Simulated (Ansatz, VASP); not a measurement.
## Ru: VASP beside Ansatz

The input INCAR:

```
SYSTEM = Ru
  PREC = Accurate
  ENCUT = 520
  EDIFF = 1E-6
  ISMEAR = -1
  SIGMA = 0.08
  LREAL = .FALSE.
  LASPH = .TRUE.
  NELM = 80
  ALGO = Normal
  ISIF = 2
  LWAVE = .FALSE.
  LCHARG = .FALSE.
  GGA = CA
  NBANDS = 21
```

Contents of KPOINTS:

```
regular mesh
0
G
  18 18 10
  0 0 0
```

File POSCAR:

```
Ru
1.0
    2.4327897047      0.0000000000      0.0000000000
   -1.2163948524      2.1068576864      0.0000000000
    0.0000000000      0.0000000000      3.8815207648
Ru
2
Direct
    0.3333333333      0.6666666667      0.2500000000
    0.6666666667      0.3333333333      0.7500000000
```

Input for Ansatz:

```yaml
crystal:
  lattice:
    - [2.4327897047, 0.0, 0.0]
    - [-1.2163948524, 2.1068576864, 0.0]
    - [0.0, 0.0, 3.8815207648]
  atoms:
    - { symbol: Ru, position: [0.3333333333, 0.6666666667, 0.25] }
    - { symbol: Ru, position: [0.6666666667, 0.3333333333, 0.75] }
kpoints:
  mp_grid: { grid: [18, 18, 10] }
scf:
  occupations: { method: fermi_dirac, width: 0.08 }
hamiltonian:
  xc: lda
  pseudopotentials: { kind: all_electron, lapw: { basis_error: 0.001 } }
output:
  forces: true
  stress: true
  eigenvalues: true
  populations: true
```

Change from the starting cell: volume scaled by 0.76, LAPW.

Alike in both runs: task single point; functional LDA; k mesh 18 × 18 × 10; occupations fermi-dirac, width 0.08 eV; no spin polarisation.

```csv
,VASP,Ansatz
version,VASP 6.6.1,Ansatz 0.2.0
potentials or method,"VASP PAW LDA potentials, release 64 (Ru_pv), cutoff 520 eV","all-electron LAPW, scalar-relativistic"
```

```csv
,VASP,Ansatz,Ansatz less VASP
pressure (GPa),194.3,190.2,-4.08
"traceless stress, the component that is largest in VASP (GPa)",0.23,-0.03,-0.252
```

LDA's correlation is that of Perdew and Zunger in VASP and of Perdew and Wang (1992) in Ansatz. Both programs put the cell under a high pressure, so it lies far from rest at this level. Ansatz ran all-electron here, and VASP with PAW potentials.

Noted on VASP's run: the cell as given lies far from equilibrium.
